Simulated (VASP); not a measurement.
Write the native input for VASP 6.6.1 that does the following.

- Task: single point
- Functional: r2SCAN
- Potentials or basis: VASP PAW PBE potentials, release 64 (Cs_sv, Br)
- Cutoff: 550 eV
- k mesh: 8 × 8 × 8
- Occupations: fermi-dirac, width 0.02 eV
- Spin: no spin polarisation
- Dipole correction: no
- Further INCAR settings: ALGO = Normal; EDIFF = 1e-06; NBANDS = 15

CsBr:

```xyz
2
Lattice="4.2343 0.0000 0.0000 0.0000 4.2343 0.0000 0.0000 0.0000 4.2343" Properties=species:S:1:pos:R:3 pbc="T T T"
Cs    0.0000    0.0000    0.0000
Br    2.1171    2.1171    2.1171
```

The input as run:

POSCAR

```
CsBr
1.0
    4.2342852800      0.0000000000      0.0000000000
    0.0000000000      4.2342852800      0.0000000000
    0.0000000000      0.0000000000      4.2342852800
Cs Br
1 1
Direct
    0.0000000000      0.0000000000      0.0000000000
    0.5000000000      0.5000000000      0.5000000000
```

INCAR.step1

```
PREC     = Accurate       # precision mode
ENCUT    = 550            # plane-wave cutoff, eV
ISMEAR   = -1             # smearing method
SIGMA    = 0.02           # smearing width, eV
LREAL    = F              # projectors in reciprocal space
LASPH    = T              # aspherical terms in the spheres
NELM     = 120            # most SCF steps
NBANDS   = 15             # bands
GGA      = PE             # functional
ALGO     = Normal         # electronic algorithm
EDIFF    = 1E-5           # SCF threshold, eV
LWAVE    = T              # write WAVECAR
LCHARG   = F              # write CHGCAR
GGA_COMPAT= F
```

INCAR.step2

```
PREC     = Accurate       # precision mode
ENCUT    = 550            # plane-wave cutoff, eV
EDIFF    = 1E-6           # SCF threshold, eV
ISMEAR   = -1             # smearing method
SIGMA    = 0.02           # smearing width, eV
LREAL    = F              # projectors in reciprocal space
LASPH    = T              # aspherical terms in the spheres
NELM     = 120            # most SCF steps
ALGO     = Normal         # electronic algorithm
ISIF     = 2              # what is computed and relaxed
LWAVE    = F              # write WAVECAR
LCHARG   = F              # write CHGCAR
METAGGA  = R2SCAN         # meta-GGA
LMIXTAU  = T            
NBANDS   = 15             # bands
ISTART   = 1            
GGA_COMPAT= F
```

KPOINTS

```
Automatic mesh
0
Gamma
  8 8 8
```

Potentials or basis: VASP PAW PBE potentials, release 64 (Cs_sv, Br).

Command:

```sh
$ cat potpaw_PBE.64/Cs_sv/POTCAR potpaw_PBE.64/Br/POTCAR > POTCAR
$ cp INCAR.step1 INCAR
$ mpirun -np 1 vasp_std > vasp.out
$ cp INCAR.step2 INCAR
$ mpirun -np 1 vasp_std > vasp.out
```

Results of the run:

```json
{
  "Pressure": "1.2 GPa",
  "Band gap on the k mesh": "5.35 eV"
}
```

Caveat: the PAW data sets were made with another functional, which shifts forces and pressure a little; spin-orbit coupling is left out, which moves the levels of the heavy elements.

Run time: 48 s on 1 thread of Intel(R) Xeon(R) Platinum 8559C (Emerald Rapids) (shared host), peak memory 0.2 GiB.
